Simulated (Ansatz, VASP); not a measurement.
# Two plane-wave programs on AlGa3N4

```xyz
8
Lattice="4.5793 0.0000 0.0000 0.0000 4.5793 0.0000 0.0000 0.0000 4.5793" Properties=species:S:1:pos:R:3 pbc="T T T"
Al    0.0000    0.0000    0.0000
Ga    2.2897    2.2897    0.0000
Ga    2.2897    0.0000    2.2897
Ga    0.0000    2.2897    2.2897
N     3.4575    3.4575    1.1218
N     3.4575    1.1218    3.4575
N     1.1218    3.4575    3.4575
N     1.1218    1.1218    1.1218
```

Change from the starting cell: strain +0.025 along x and y, +0.025 along z, atoms carried along.

Alike in both runs: task single point; functional PBEsol; k mesh 6 × 6 × 6; occupations gaussian, width 0.05 eV; no spin polarisation.

|  | VASP | Ansatz |
| --- | --- | --- |
| version | VASP 6.6.1 | Ansatz 0.2.0 |
| potentials or method | VASP PAW PBE potentials, release 64 (Al, Ga_d, N), cutoff 520 eV | scalar-relativistic, plane waves, PAW |
| valence electrons in the cell | 62 | 62 |

Ansatz gave:

| Quantity | Value |
| --- | --- |
| gap on the k mesh at the Fermi level (eV) | 1.79 |
| least direct gap on the mesh (eV) | 1.79 |
| pressure (GPa) | -12.1 |

Q: Estimate VASP's values.

A: gap on the k mesh at the Fermi level (eV): 1.80; least direct gap on the mesh (eV): 1.80; pressure (GPa): -12.2.

VASP's potentials were made for PBE, not for PBEsol.
